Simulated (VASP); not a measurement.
A run of VASP 6.6.1:

Contents of INCAR:

```
SYSTEM = Mg5ZnO6
PREC = Accurate ; ENCUT = 520
EDIFF = 1E-6 ; ISMEAR = 0
SIGMA = 0.02 ; LREAL = .False.
LASPH = .True. ; NELM = 60
ALGO = Normal ; ISIF = 2
LWAVE = .False. ; LCHARG = .False.
GGA = PE ; NBANDS = 41
```

The input KPOINTS:

```
regular mesh
0
Gamma
  8 8 2
  0 0 0
```

POSCAR

```
Mg5ZnO6
1.0
    3.2678287387      0.0000000000      0.0000000000
    0.0000000000      3.2678287387      0.0000000000
    0.0000000000      0.0000000000     13.7795331410
Mg Zn O
5 1 6
Direct
    0.0000000000      0.0000000000      0.0000000000
    0.5000000000      0.5000000000      0.1669740222
    0.0000000000      0.0000000000      0.3340232411
    0.0000000000      0.0000000000      0.6659767589
    0.5000000000      0.5000000000      0.8330259778
    0.5000000000      0.5000000000      0.5000000000
    0.5000000000      0.0000000000      0.0834836616
    0.0000000000      0.5000000000      0.2504777044
    0.5000000000      0.0000000000      0.4156559498
    0.0000000000      0.5000000000      0.5843440502
    0.5000000000      0.0000000000      0.7495222956
    0.0000000000      0.5000000000      0.9165163384
```

Potentials or basis: VASP PAW PBE potentials, release 64 (Mg, Zn, O).

Command:

```bash
$ cat potpaw_PBE.64/Mg/POTCAR potpaw_PBE.64/Zn/POTCAR potpaw_PBE.64/O/POTCAR > POTCAR
$ mpirun -np 1 vasp_std > vasp.out
```

Hardware: 1 thread of Intel(R) Xeon(R) 6975P-C (Granite Rapids) (shared host).

Problem. Estimate the wall time of this run.

Solution. Wall time 82 s on 1 thread of Intel(R) Xeon(R) 6975P-C (Granite Rapids) (shared host), peak memory 0.33 GiB. Counts: scf iterations 16, k points 30.
